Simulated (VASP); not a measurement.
# TaF3 (P6/mmm) in VASP: notebook, part 3 of 3

VASP 6.6.1. Earlier steps stand in the parts before.

## 5. Relaxation of cell and atoms, PBE

This run uses another cell than the first one, of 11.64 Å³/atom.

File INCAR:

```
SYSTEM = TaF3
ALGO = Normal
EDIFF = 1E-6
EDIFFG = -0.01
ENCUT = 600
GGA = PE
IBRION = 2
ISIF = 3
ISMEAR = 0
LASPH = .True.
LCHARG = .False.
LREAL = .False.
LWAVE = .False.
NELM = 100
NSW = 100
PREC = Accurate
SIGMA = 0.1
```

File KPOINTS:

```
k-points
0
Gamma
  12 12 16
  0 0 0
```

File POSCAR:

```
TaF3
1.0
    4.3343349049      0.0000000000      0.0000000000
   -2.1671674524      3.7536441361      0.0000000000
    0.0000000000      0.0000000000      2.8619495976
Ta F
1 3
Direct
    0.0000000000      0.0000000000      0.0000000000
    0.5000000000      0.0000000000      0.0000000000
    0.0000000000      0.5000000000      0.0000000000
    0.5000000000      0.5000000000      0.0000000000
```

Potentials or basis: VASP PAW PBE potentials, release 64 (Ta_pv, F).

Started as:

```bash
$ cat potpaw_PBE.64/Ta_pv/POTCAR potpaw_PBE.64/F/POTCAR > POTCAR
$ mpirun -np 1 vasp_std > vasp.out
```

OUTCAR:

```text
SYSTEM = TaF3
   EDIFF = 1E-6
   EDIFFG = -0.01
   ENCUT = 600
   GGA = PE
   IBRION = 2
   ISIF = 3
   ISMEAR = 0
   LASPH = .True.
   LREAL = .False.
   NELM = 100
   NSW = 100
   PREC = Accurate

 ion  position               nearest neighbor table
   1  0.000  0.000  0.000-   3 2.17   3 2.17   4 2.17   4 2.17   2 2.17   2 2.17
   2  0.500  0.000  0.000-   1 2.17   1 2.17
   3  0.000  0.500  0.000-   1 2.17   1 2.17
   4  0.500  0.500  0.000-   1 2.17   1 2.17

  LATTYP: Found a hexagonal cell.
 ALAT       =     4.3343349049
 C/A-ratio  =     0.6602972914

  Lattice vectors:

 A1 = (   4.3343349049,   0.0000000000,   0.0000000000)
 A2 = (  -2.1671674524,   3.7536441361,   0.0000000000)
 A3 = (   0.0000000000,   0.0000000000,   2.8619495976)

Analysis of symmetry for initial positions (statically):
=====================================================================
 Subroutine PRICEL returns:
 Original cell was already a primitive cell.

 Routine SETGRP: Setting up the symmetry group for a
 hexagonal supercell.

 Subroutine GETGRP returns: Found 24 space group operations
 (whereof 24 operations were pure point group operations)
 out of a pool of 24 trial point group operations.

The static configuration has the point symmetry D_6h.

Analysis of symmetry for dynamics (positions and initial velocities):
=====================================================================
 Subroutine PRICEL returns:
 Original cell was already a primitive cell.

 Routine SETGRP: Setting up the symmetry group for a
 hexagonal supercell.

 Subroutine GETGRP returns: Found 24 space group operations
 (whereof 24 operations were pure point group operations)
 out of a pool of 24 trial point group operations.

The dynamic configuration has the point symmetry D_6h.

 Subroutine INISYM returns: Found 24 space group operations
[... 126 lines left out ...]
   GGA     = PE    functional components
   LHFCALC =     F    Hartree Fock is set to
   AEXX    =    0.0000 exact exchange contribution
   IVDW    =     0    specifies the selected vdW correction
   LEPSILON=     F    determine dielectric tensor
   LRPA    =     F    only Hartree local field effects (RPA)
 conjugate gradient relaxation of ions
 non-spin polarized calculation
 Gauss-broadening in eV      SIGMA  =   0.10
  energy-cutoff  :      600.00
  volume of cell :       46.56
 maximum number of plane-waves:      1601
 NGX is ok and might be reduce to    36
   NGX = 17   NGY = 17   NGZ = 11

--------------------------------------- Ionic step        1  -------------------------------------------

 number of electron      31.9999988 magnetization

 Free energy of the ion-electron system (eV)
  ---------------------------------------------------
  ext. energy  EPLUGINS =         0.00000000
  ---------------------------------------------------
  free energy    TOTEN  =       -25.06004419 eV

  energy without entropy =      -25.05491384  energy(sigma->0) =      -25.05747902

------------------------ aborting loop because EDIFF is reached ----------------------------------------

  FORCE on cell =-STRESS in cart. coord.  units (eV):
  Direction    XX          YY          ZZ          XY          YZ          ZX
  --------------------------------------------------------------------------------------
  -------------------------------------------------------------------------------------
  Total       -0.1015634     -0.1015634      0.8028925     -0.0000000      0.0000000      0.0000000
  in kB       -3.4947044     -3.4947044     27.6267904     -0.0000000      0.0000000      0.0000000
  external PRESSURE =       6.8791272 kB  Pullay stress =       0.0000000 kB
[... 139 lines left out ...]
--------------------------------------- Ionic step        5  -------------------------------------------

 number of electron      31.9999976 magnetization

 Free energy of the ion-electron system (eV)
  ---------------------------------------------------
  ext. energy  EPLUGINS =         0.00000000
  ---------------------------------------------------
  free energy    TOTEN  =       -25.06573333 eV

  energy without entropy =      -25.06025836  energy(sigma->0) =      -25.06299584

 E-fermi :   3.2321     XC(G=0): -10.9218

 val. band max:        3.2240113459   @ k =   0.3333   0.2500   0.5000
 cond. band min:       3.2372002163   @ k =   0.1667   0.1667   0.3125
 fundamental gap:      0.0131888704
 Fermi energy:         3.2320799236

 k-point     1 :       0.0000    0.0000    0.0000
  band No.  band energies     occupation
      1     -33.2881      2.00000
      2     -33.2881      2.00000
      3     -32.5461      2.00000
      4     -21.7956      2.00000
      5     -19.8193      2.00000
      6     -19.8193      2.00000
[... 541 lines left out ...]
     19       5.8405      0.00000
     20       7.3188      0.00000

 [... further k-points ...]

------------------------ aborting loop because EDIFF is reached ----------------------------------------

  FORCE on cell =-STRESS in cart. coord.  units (eV):
  Direction    XX          YY          ZZ          XY          YZ          ZX
  --------------------------------------------------------------------------------------
  -------------------------------------------------------------------------------------
  Total        0.0098414      0.0098414     -0.0164433      0.0000000     -0.0000000      0.0000000
  in kB        0.3341418      0.3341418     -0.5582935      0.0000000     -0.0000000      0.0000000
  external PRESSURE =       0.0366633 kB  Pullay stress =       0.0000000 kB
[... 19 lines left out ...]
  FREE ENERGIE OF THE ION-ELECTRON SYSTEM (eV)
  ---------------------------------------------------
  free  energy   TOTEN  =       -25.0657333281 eV

  energy  without entropy=      -25.0602583572  energy(sigma->0) =      -25.06299584

 reached required accuracy - stopping structural energy minimisation
```

OSZICAR:

```text
N       E                     dE             d eps       ncg     rms          rms(c)
DAV:   1     0.299241905574E+03    0.29924E+03   -0.20364E+04  6840   0.182E+03
DAV:   2    -0.133293182346E+02   -0.31257E+03   -0.29978E+03  8892   0.455E+02
DAV:   3    -0.296249549074E+02   -0.16296E+02   -0.16101E+02  7912   0.103E+02
[... 38 lines left out ...]
DAV:   2    -0.250664966557E+02    0.54404E-02   -0.23047E-02  7220   0.122E+00    0.213E-01
DAV:   3    -0.250658559373E+02    0.64072E-03   -0.10218E-03  7988   0.341E-01    0.862E-02
DAV:   4    -0.250657304995E+02    0.12544E-03   -0.38279E-04  7880   0.165E-01    0.265E-02
DAV:   5    -0.250657329611E+02   -0.24617E-05   -0.20799E-05  7528   0.373E-02    0.597E-03
DAV:   6    -0.250657333281E+02   -0.36696E-06   -0.16522E-06  5940   0.125E-02
   5 F= -.25065733E+02 E0= -.25062996E+02  d E =-.274717E-03
```

Run time: 7.5 min. Hardware: 1 thread of Intel Xeon 8259CL, shared host; peak memory 0.33 GiB.

What came out:

```yaml
Free_energy: -25.0657 eV
Relaxed_volume: 11.80 Å³/atom
Relaxed_cell: a = 4.332 Å, b = 4.332 Å, c = 2.904 Å, α = 90.00°, β = 90.00°, γ = 120.00°
Space_group_after_relaxing_to_0.1_Å: P6/mmm (No. 191)
Energy_gained_by_relaxing: 1.4 meV/atom
Ionic_steps: 5
Pressure_after_relaxing: 0.0 GPa
Band_gap_on_the_k_mesh: zero (bands 16 and 17 overlap by 1.82 eV)
```

Stress tensor (GPa, compression positive):
```
 0.03  0.00  0.00
 0.00  0.03  0.00
 0.00  0.00 -0.06
```

The path:
```
step  energy change (eV)  largest force (eV/Å)  pressure (GPa)  volume (Å³)
   1              0.0000                0.0000            0.69        46.56
   2             -0.0050                0.0000            0.59        46.90
   3             -0.0054                0.0000            0.58        47.04
   4             -0.0051                0.0000           -0.80        47.42
   5             -0.0057                0.0000            0.00        47.19
```

Final structure:
```
CELL_PARAMETERS angstrom
4.33171 0.00000 0.00000
-2.16586 3.75137 0.00000
0.00000 0.00000 2.90394
ATOMIC_POSITIONS crystal
Ta 0.00000 0.00000 0.00000
F 0.50000 0.00000 0.00000
F 0.00000 0.50000 0.00000
F 0.50000 0.50000 0.00000
```

Caveat: spin-orbit coupling is left out, which moves the levels of the heavy elements.

## 6. The runs side by side

```tsv
task	spin	cell	k mesh	cutoff (eV)	gap on the mesh (eV)	pressure (GPa)	relaxed volume (Å³/atom)
relaxation of cell and atoms	off	relaxed from a = 4.322, b = 4.322, c = 3.049 Å, angles 90.0, 90.0, 120.0°, 4 atoms	6 × 6 × 6	600	none	0.0	11.60
single point	off	a = 4.332, b = 4.332, c = 2.911 Å, angles 90.0, 90.0, 120.0°, 4 atoms	12 × 12 × 16	520	none	-0.1	-
single point	collinear	a = 4.458, b = 4.458, c = 4.392 Å, angles 90.0, 90.0, 120.0°, 4 atoms	6 × 6 × 4	520	none	-10.1	-
relaxation of cell and atoms	off	relaxed from a = 4.334, b = 4.334, c = 2.862 Å, angles 90.0, 90.0, 120.0°, 4 atoms	12 × 12 × 16	600	none	0.0	11.80
```

Alike in all rows: level PBE; potentials or basis VASP PAW PBE potentials, release 64 (Ta_pv, F); smearing gaussian 0.1 eV.

Caveats: spin-orbit coupling is left out, which moves the levels of the heavy elements; the cell stands under tension (at least some runs).

Absolute energies hang on the potentials; compare differences alone.
